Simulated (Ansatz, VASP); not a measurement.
One calculation of Os, two programs

```
Os
1.0
     2.57005    0.00000    0.00000
    -1.28503    2.50987    0.00000
     0.00000    0.00000    4.31970
Os
2
Cartesian
  0.0000 1.6732 1.0799
  1.2850 0.8366 3.2398
```

Change from the starting cell: strain -0.0600 x Voigt [1, -1, 0, 0, 0, 0], atoms carried along.

Alike in both runs: task single point; functional PBE; k mesh 18 × 18 × 12; occupations gaussian, width 0.15 eV; no spin polarisation.

|  | VASP | Ansatz |
| --- | --- | --- |
| version | VASP 6.6.1 | Ansatz 0.2.0 |
| potentials or method | VASP PAW PBE potentials, release 64 (Os), cutoff 520 eV | scalar-relativistic, plane waves, PAW |
| valence electrons in the cell | 16 | 32 |

```csv
,VASP,Ansatz,Ansatz less VASP
gap on the k mesh at the Fermi level (eV),none,none,-
pressure (GPa),15.6,15.4,-0.15
"traceless stress, the component that is largest in VASP (GPa)",38.92,39.18,+0.266
rms of the force components (eV/Å),0.170,0.174,+0.0041
```

Atom by atom the forces differ by 0.004 eV/Å (rms over components). A gap of «none» marks a metal or a gap that the smearing closes. VASP's potentials hold 16 valence electrons a cell and Ansatz's 32, so a difference there can come from the potentials and not from the codes.

Spin-orbit coupling is off throughout.
